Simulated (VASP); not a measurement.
Set up this calculation in VASP 6.6.1, as the native input.

| Item | Value |
| --- | --- |
| Task | single point |
| Functional | PBE |
| Potentials or basis | VASP PAW PBE potentials, release 64 (Na_pv, Sb) |
| Cutoff | 520 eV |
| k mesh | 3 × 3 × 3 |
| Occupations | gaussian, width 0.1 eV |
| Spin | no spin polarisation |
| Dipole correction | no |
| Further INCAR settings | ALGO = Normal; EDIFF = 1e-06; NBANDS = 42 |

The structure of Na3Sb2 lies in POSCAR:

```
Na3Sb2
1.0
    3.3639038426      1.9421507890      6.1228101529
   -3.3639038426      1.9421507890      6.1228101529
    0.0000000000     -3.8843015782      6.1228101529
Na Sb
6 4
Direct
    0.0562500000      0.4437500000      0.7500000000
    0.7500000000      0.0562500000      0.4437500000
    0.4437500000      0.7500000000      0.0562500000
    0.9437500000      0.5562500000      0.2500000000
    0.2500000000      0.9437500000      0.5562500000
    0.5562500000      0.2500000000      0.9437500000
    0.8521800000      0.8521800000      0.8521800000
    0.6478200000      0.6478200000      0.6478200000
    0.1478200000      0.1478200000      0.1478200000
    0.3521800000      0.3521800000      0.3521800000
```

These files were run (other wordings do the same):

INCAR

```
PREC = Accurate
ENCUT = 520
EDIFF = 1E-6
ISMEAR = 0
SIGMA = 0.1
LREAL = False
LASPH = True
NELM = 100
ALGO = Normal
ISIF = 2
LWAVE = False
LCHARG = False
GGA = PE
NBANDS = 42
```

KPOINTS

```
regular mesh
0
Gamma
  3 3 3
```

Potentials or basis: VASP PAW PBE potentials, release 64 (Na_pv, Sb).

The run is started by

```console
$ cat potpaw_PBE.64/Na_pv/POTCAR potpaw_PBE.64/Sb/POTCAR > POTCAR
$ mpirun -np 1 vasp_std > vasp.out
```

It gave:

The pressure is 16.9 GPa, the largest force is 0.594 eV/Å and the band gap on the k mesh is zero (band 31 reaches 4.02 eV, above the bottom of band 32 at 3.94 eV).

Caveat: the k points lie up to 0.38 Å⁻¹ apart; spin-orbit coupling is left out, which moves the levels of the heavy elements.

It took 59 s on 1 thread of Intel(R) Xeon(R) Platinum 8488C (Sapphire Rapids), on a shared host, peak memory 0.4 GiB.
